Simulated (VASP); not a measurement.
# Li (P6_3/mmc) in VASP: notebook

The runs below take Li through single point, with PBEsol.

All numbers are computed with VASP 6.6.1; they aren't measurements. Logs are shortened: lines on timing, memory, paths and dates and some standing lists are left out, and cuts for length are marked.

## Step 1: The cell of the first run

It takes space group P6_3/mmc (No. 194, hexagonal). Conventional cell: a = 3.069 Å, b = 3.069 Å, c = 5.024 Å, α = 90.00°, β = 90.00°, γ = 120.00°. Li (site symmetry -6m2) has 12 Li at 3.07 Å within 4.0 Å.

This isn't the form of Li at room conditions, which is bcc.

## Step 2: Single point, PBEsol (20.49 Å³/atom)

Input file INCAR:

```
ALGO = Normal
EDIFF = 1E-6
ENCUT = 520
GGA = PS
ISIF = 2
ISMEAR = -1
LASPH = True
LCHARG = False
LREAL = False
LWAVE = False
NBANDS = 10
NELM = 60
PREC = Accurate
SIGMA = 0.03
```

Input file KPOINTS:

```
k-points
0
Gamma
  15 15 8
```

Input file POSCAR:

```
Li
1.0
    3.0689564278      0.0000000000      0.0000000000
   -1.5344782139      2.6577942296      0.0000000000
    0.0000000000      0.0000000000      5.0241672378
Li
2
Direct
    0.3333333333      0.6666666667      0.2500000000
    0.6666666667      0.3333333333      0.7500000000
```

Potentials or basis: VASP PAW PBE potentials, release 64 (Li_sv).

On the command line:

```
cat potpaw_PBE.64/Li_sv/POTCAR > POTCAR
mpirun -np 1 vasp_std > vasp.out
```

OUTCAR:

```text
EDIFF = 1E-6
   ENCUT = 520
   GGA = PS
   ISIF = 2
   ISMEAR = -1
   LASPH = True
   LREAL = False
   NELM = 60
   PREC = Accurate

 ion  position               nearest neighbor table
   1  0.333  0.667  0.250-
   2  0.667  0.333  0.750-

  LATTYP: Found a hexagonal cell.
 ALAT       =     3.0689564278
 C/A-ratio  =     1.6370930497

  Lattice vectors:

 A1 = (   3.0689564278,   0.0000000000,   0.0000000000)
 A2 = (  -1.5344782139,   2.6577942296,   0.0000000000)
 A3 = (   0.0000000000,   0.0000000000,   5.0241672378)

Analysis of symmetry for initial positions (statically):
=====================================================================
 Subroutine PRICEL returns:
 Original cell was already a primitive cell.

 Routine SETGRP: Setting up the symmetry group for a
 hexagonal supercell.

 Subroutine GETGRP returns: Found 24 space group operations
 (whereof 12 operations were pure point group operations)
 out of a pool of 24 trial point group operations.

The static configuration has the point symmetry D_3d.
 The point group associated with its full space group is D_6h.

Analysis of symmetry for dynamics (positions and initial velocities):
=====================================================================
 Subroutine PRICEL returns:
 Original cell was already a primitive cell.

 Routine SETGRP: Setting up the symmetry group for a
 hexagonal supercell.

 Subroutine GETGRP returns: Found 24 space group operations
 (whereof 12 operations were pure point group operations)
 out of a pool of 24 trial point group operations.

The dynamic configuration has the point symmetry D_3d.
 The point group associated with its full space group is D_6h.

 Subroutine INISYM returns: Found 24 space group operations
 (whereof 12 operations are pure point group operations),
 and found     1 'primitive' translations

----------------------------------------------------------------------------------------

                                     Primitive cell

  volume of cell :      40.9804

  direct lattice vectors                    reciprocal lattice vectors
     3.068956428  0.000000000  0.000000000     0.325843662  0.188125926  0.000000000
    -1.534478214  2.657794230  0.000000000     0.000000000  0.376251852  0.000000000
     0.000000000  0.000000000  5.024167238     0.000000000  0.000000000  0.199037960

  length of vectors
     3.068956428  3.068956428  5.024167238     0.376251852  0.376251852  0.199037960

  position of ions in fractional coordinates (direct lattice)
     0.333333333  0.666666667  0.250000000
     0.666666667  0.333333333  0.750000000

  ion indices of the primitive-cell ions
   primitive index   ion index
                 1           1
                 2           2

----------------------------------------------------------------------------------------

 KPOINTS: k-points

Automatic generation of k-mesh.
 Grid dimensions read from file:
 generate k-points for:   15   15    8

 Generating k-lattice:

  Cartesian coordinates                     Fractional coordinates (reciprocal lattice)
     0.021722911  0.012541728  0.000000000     0.066666667  0.000000000  0.000000000
     0.000000000  0.025083457  0.000000000     0.000000000  0.066666667  0.000000000
     0.000000000  0.000000000  0.024879745     0.000000000  0.000000000  0.125000000

  Length of vectors
     0.025083457  0.025083457  0.024879745

  Shift w.r.t. Gamma in fractional coordinates (k-lattice)
     0.000000000  0.000000000  0.000000000

 Subroutine IBZKPT returns following result:
 ===========================================

 Found    135 irreducible k-points:

 Following reciprocal coordinates:
            Coordinates               Weight
  0.000000  0.000000  0.000000      1.000000
  0.066667  0.000000  0.000000      6.000000
  0.133333  0.000000  0.000000      6.000000
  0.200000  0.000000  0.000000      6.000000
  0.266667  0.000000  0.000000      6.000000
  0.333333  0.000000  0.000000      6.000000
[... 16 lines left out ...]
  0.333333  0.200000  0.000000     12.000000
  0.400000  0.200000  0.000000      6.000000
 [... further k-points ...]
   k-points           NKPTS =    135   k-points in BZ     NKDIM =    135   number of bands    NBANDS=     10
   number of dos      NEDOS =    301   number of ions     NIONS =      2
   total plane-waves  NPLWV =  23040
   dimension x,y,z NGX =    24 NGY =   24 NGZ =   40
   dimension x,y,z NGXF=    48 NGYF=   48 NGZF=   80
   ions per type =               2
   NGX,Y,Z   is equivalent  to a cutoff of  13.00, 13.00, 13.24 a.u.
   NGXF,Y,Z  is equivalent  to a cutoff of  26.00, 26.00, 26.47 a.u.
 SYSTEM =  unknown system
   PREC   = accura    normal or accurate (medium, high low for compatibility)
   ISTART =      0    job   : 0-new  1-cont  2-samecut
   ICHARG =      2    charge: 1-file 2-atom 10-const
   ISPIN  =      1    spin polarized calculation?
   LNONCOLLINEAR =      F non collinear calculations
   LSORBIT =      F    spin-orbit coupling
   LASPH  =      T    aspherical Exc in radial PAW
   ENCUT  =  520.0 eV  38.22 Ry    6.18 a.u.   5.71  5.71  9.34*2*pi/ulx,y,z
   NELM   =     60;   NELMIN=  2; NELMDL= -5     # of ELM steps
   EDIFF  = 0.1E-05   stopping-criterion for ELM
   LREAL  =      F    real-space projection
   EDIFFG = 0.1E-04   stopping-criterion for IOM
   NSW    =      0    number of steps for IOM
   IBRION =     -1    ionic relax: 0-MD 1-quasi-New 2-CG
   NFREE  =      0    steps in history (QN), initial steepest desc. (CG)
   ISIF   =      2    stress and relaxation
   ISYM   =      2    0-nonsym 1-usesym 2-fastsym
   POTIM  = 0.5000    time-step for ionic-motion
   TEBEG  =    0.0;   TEEND  =   0.0 temperature during run
   PSTRESS=    0.0 pullay stress
   NELECT =       6.0000    total number of electrons
   NUPDOWN=      -1.0000    fix difference up-down
   EMIN   =  10.00;   EMAX   =-10.00  energy-range for DOS
   EFERMI =   0.00;   METHOD = LEGACY
   ISMEAR =    -1;   SIGMA  =   0.03  broadening in eV -4-tet -1-fermi 0-gaus
   EFERMI_NEDOS =   21; number of points for ismear=-14 and -15
   IALGO  =     38    algorithm
   IMIX   =      4    mixing-type and parameters
     AMIX     =   0.40;   BMIX     =  1.00
     AMIX_MAG =   1.60;   BMIX_MAG =  1.00
  volume/ion in A,a.u.               =      20.49       138.27
  Fermi-wavevector in a.u.,A,eV,Ry     =   0.862846  1.630542 10.129577  0.744503
  Thomas-Fermi vector in A             =   1.980708
   LORBIT       =      0    0 simple, 1 ext, 2 COOP (PROOUT), +10 PAW based schemes
   GGA     = PS    functional components
   LHFCALC =     F    Hartree Fock is set to
   AEXX    =    0.0000 exact exchange contribution
   IVDW    =     0    specifies the selected vdW correction
   LEPSILON=     F    determine dielectric tensor
   LRPA    =     F    only Hartree local field effects (RPA)
 non-spin polarized calculation
  energy-cutoff  :      520.00
  volume of cell :       40.98
 maximum number of plane-waves:      1118
 NGX is ok and might be reduce to    24
   NGX = 11   NGY = 11   NGZ = 19

 number of electron       5.9999996 magnetization

 Free energy of the ion-electron system (eV)
  ---------------------------------------------------
  ext. energy  EPLUGINS =         0.00000000
  ---------------------------------------------------
  free energy    TOTEN  =        -3.93462694 eV

  energy without entropy =       -3.93135545  energy(sigma->0) =       -3.93299119

 E-fermi :   0.5975     XC(G=0):  -6.9913

 val. band max:        0.5854481021   @ k =   0.4667   0.0667   0.0000
 cond. band min:       0.6063255691   @ k =   0.4000  -0.0000   0.5000
 fundamental gap:      0.0208774670
 Fermi energy:         0.5975256438

 k-point     1 :       0.0000    0.0000    0.0000
  band No.  band energies     occupation
      1     -45.3342      2.00000
      2     -45.3162      2.00000
      3      -2.9442      2.00000
      4       0.5706      1.42027
      5       3.4749      0.00000
      6      13.0033      0.00000
      7      13.0033      0.00000
      8      14.3872      0.00000
      9      14.3872      0.00000
     10      14.9402      0.00000

 k-point     2 :       0.0667    0.0000    0.0000
  band No.  band energies     occupation
      1     -45.3335      2.00000
      2     -45.3158      2.00000
      3      -2.8737      2.00000
      4       0.6635      0.19989
      5       3.5022      0.00000
      6      12.2190      0.00000
      7      12.4593      0.00000
      8      14.3685      0.00000
      9      14.7305      0.00000
     10      14.8689      0.00000

 k-point     3 :       0.1333    0.0000    0.0000
  band No.  band energies     occupation
      1     -45.3315      2.00000
      2     -45.3149      2.00000
      3      -2.6623      2.00000
      4       0.9417      0.00002
      5       3.5787      0.00000
      6      10.6320      0.00000
      7      11.5802      0.00000
      8      14.2808      0.00000
      9      14.4810      0.00000
     10      14.8581      0.00000

 k-point     4 :       0.2000    0.0000    0.0000
  band No.  band energies     occupation
      1     -45.3285      2.00000
      2     -45.3135      2.00000
      3      -2.3098      2.00000
      4       1.4046      0.00000
      5       3.6781      0.00000
      6       8.9640      0.00000
      7      10.7606      0.00000
      8      13.3315      0.00000
      9      13.4279      0.00000
     10      14.3690      0.00000
[... 222 lines left out ...]
 k-point    22 :       0.2667    0.2000    0.0000
  band No.  band energies     occupation
      1     -45.3173      2.00000
      2     -45.3101      2.00000
      3      -0.3283      2.00000
      4       3.6443      0.00000
      5       3.9671      0.00000
      6       5.0787      0.00000
      7       7.2785      0.00000
      8       9.3523      0.00000
      9      11.2823      0.00000
     10      11.4616      0.00000

 k-point    23 :       0.3333    0.2000    0.0000
  band No.  band energies     occupation
      1     -45.3149      2.00000
      2     -45.3101      2.00000
      3       0.4888      1.94803
      4       2.7899      0.00000
      5       4.8690      0.00000
      6       5.0206      0.00000
      7       6.9337      0.00000
      8       7.9042      0.00000
      9      10.7936      0.00000
     10      11.0508      0.00000

 k-point    24 :       0.4000    0.2000    0.0000
  band No.  band energies     occupation
      1     -45.3139      2.00000
      2     -45.3103      2.00000
      3       1.1073      0.00000
      4       2.0912      0.00000
      5       4.8806      0.00000
      6       5.8655      0.00000
      7       6.8068      0.00000
      8       6.9120      0.00000
      9      10.6208      0.00000
     10      10.9284      0.00000

 [... further k-points ...]

------------------------ aborting loop because EDIFF is reached ----------------------------------------

  FORCE on cell =-STRESS in cart. coord.  units (eV):
  Direction    XX          YY          ZZ          XY          YZ          ZX
  --------------------------------------------------------------------------------------
  -------------------------------------------------------------------------------------
  Total       -0.0721575     -0.0721575     -0.0631231      0.0000000      0.0000000      0.0000000
  in kB       -2.8210838     -2.8210838     -2.4678740      0.0000000      0.0000000      0.0000000
  external PRESSURE =      -2.7033472 kB  Pullay stress =       0.0000000 kB

 VOLUME and BASIS-vectors are now :
 -----------------------------------------------------------------------------
  energy-cutoff  :      520.00
  volume of cell :       40.98
      direct lattice vectors                 reciprocal lattice vectors
     3.068956428  0.000000000  0.000000000     0.325843662  0.188125926  0.000000000
    -1.534478214  2.657794230  0.000000000     0.000000000  0.376251852  0.000000000
     0.000000000  0.000000000  5.024167238     0.000000000  0.000000000  0.199037960

 POSITION                                       TOTAL-FORCE (eV/Angst)
 -----------------------------------------------------------------------------------
     -0.00000      1.77186      1.25604        -0.000000      0.000000      0.000000
      1.53448      0.88593      3.76813         0.000000     -0.000000      0.000000
 -----------------------------------------------------------------------------------
    total drift:                               -0.000000      0.000000      0.000000

  FREE ENERGIE OF THE ION-ELECTRON SYSTEM (eV)
  ---------------------------------------------------
  free  energy   TOTEN  =        -3.9346269358 eV

  energy  without entropy=       -3.9313554493  energy(sigma->0) =       -3.93299119
```

Run time: 16 s. Hardware: 1 thread of Intel Xeon Platinum 8488C (Sapphire Rapids), shared host; peak memory 0.17 GiB.

Results:

```yaml
Free_energy: -3.9346 eV
Band_gap_on_the_k_mesh: zero (bands 3 and 4 overlap by 4.59 eV)
```

Levels at points of the mesh, in eV from the Fermi level:
| k point | band 1 | band 2 | band 3 | band 4 | band 5 | band 6 | band 7 |
| --- | --- | --- | --- | --- | --- | --- | --- |
| (0.00, 0.00, 0.00) | -45.93 | -45.91 | -3.54 | -0.03 | 2.88 | 12.41 | 12.41 |
| (0.00, 0.00, 0.50) | -45.92 | -45.92 | -2.44 | -2.44 | 7.88 | 7.88 | 13.31 |

Caveat: the cutoff is under 1.25 times the usual one of these potentials, so pressure, stress and relaxed cells hold a basis-set (Pulay) error; the PAW data sets were made with another functional, which shifts forces and pressure a little.

[end of part 1 of 3]

The gap in the log of VASP goes by the Fermi energy; the results here count the filled bands.